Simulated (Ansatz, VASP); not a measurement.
## SnO in VASP and in Ansatz

Contents of INCAR:

```
PREC     = Accurate       # precision mode
ENCUT    = 520            # plane-wave cutoff, eV
EDIFF    = 1E-6           # SCF threshold, eV
ISMEAR   = 0              # smearing method
SIGMA    = 0.05           # smearing width, eV
LREAL    = F              # projectors in reciprocal space
LASPH    = T              # aspherical terms in the spheres
NELM     = 100            # most SCF steps
ALGO     = Normal         # electronic algorithm
ISIF     = 2              # what is computed and relaxed
LWAVE    = F              # write WAVECAR
LCHARG   = F              # write CHGCAR
LDIPOL   = T            
IDIPOL   = 3            
DIPOL    = 0.5 0.5 0.399
GGA      = PE             # functional
IVDW     = 12             # dispersion correction
NBANDS   = 50             # bands
```

Contents of KPOINTS:

```
regular mesh
0
Gamma
  7 7 1
```

File POSCAR:

```
SnO
1.0
    3.8201526697      0.0002954396      0.0000000000
   -0.0003145245      3.8201526682      0.0000000000
    0.0000000000      0.0000000000     22.2260755522
Sn O
4 4
Direct
    0.9999453086      0.9999453086      0.2024648926
    0.4999453086      0.4999453086      0.3087831570
    0.6249453086      0.8749453086      0.4887519504
    1.1249453086      1.3749453086      0.5950702148
    0.9999461247      0.4999461247      0.2556240248
    0.4999461247      0.9999461247      0.2556240248
    0.6249444925      1.3749444925      0.5419110826
    1.1249444925      0.8749444925      0.5419110826
```

Input for Ansatz:

```yaml
crystal:
  lattice:
    - [3.8201526697, 0.0002954396, 0.0]
    - [-0.0003145245, 3.8201526682, 0.0]
    - [0.0, 0.0, 22.2260755522]
  atoms:
    - { symbol: Sn, position: [0.9999453086, 0.9999453086, 0.2024648926] }
    - { symbol: O, position: [0.9999461247, 0.4999461247, 0.2556240248] }
    - { symbol: O, position: [0.4999461247, 0.9999461247, 0.2556240248] }
    - { symbol: Sn, position: [0.4999453086, 0.4999453086, 0.308783157] }
    - { symbol: Sn, position: [0.6249453086, 0.8749453086, 0.4887519504] }
    - { symbol: O, position: [0.6249444925, 1.3749444925, 0.5419110826] }
    - { symbol: O, position: [1.1249444925, 0.8749444925, 0.5419110826] }
    - { symbol: Sn, position: [1.1249453086, 1.3749453086, 0.5950702148] }
basis:
  ecutwfc: 420
kpoints:
  mp_grid: { grid: [7, 7, 1] }
hamiltonian:
  xc: pbe
  pseudopotentials: { kind: paw, azcp: { folder: soft_1 } }
  dispersion: d3bj
scf:
  occupations: { method: gaussian, width: 0.05 }
output:
  forces: true
  eigenvalues: true
efield:
  axis: 3
  dipole_correction: true
  ramp_width: 0.04
```

Alike in both runs: task single point; functional PBE; dispersion D3(BJ); k mesh 7 × 7 × 1; occupations gaussian, width 0.05 eV; no spin polarisation.

```csv
,VASP,Ansatz
version,VASP 6.6.1,Ansatz 0.2.0
potentials or method,"VASP PAW PBE potentials, release 64 (Sn_d, O), cutoff 520 eV","scalar-relativistic, plane waves, PAW"
valence electrons in the cell,80,80
```

VASP gave:

| Item | Value |
| --- | --- |
| gap on the k mesh at the Fermi level (eV) | 2.37 |
| least direct gap on the mesh (eV) | 2.53 |
| rms of the force components (eV/Å) | 0.042 |

Problem. Estimate Ansatz's values.

Solution. gap on the k mesh at the Fermi level (eV): 2.37; least direct gap on the mesh (eV): 2.57; rms of the force components (eV/Å): 0.015.
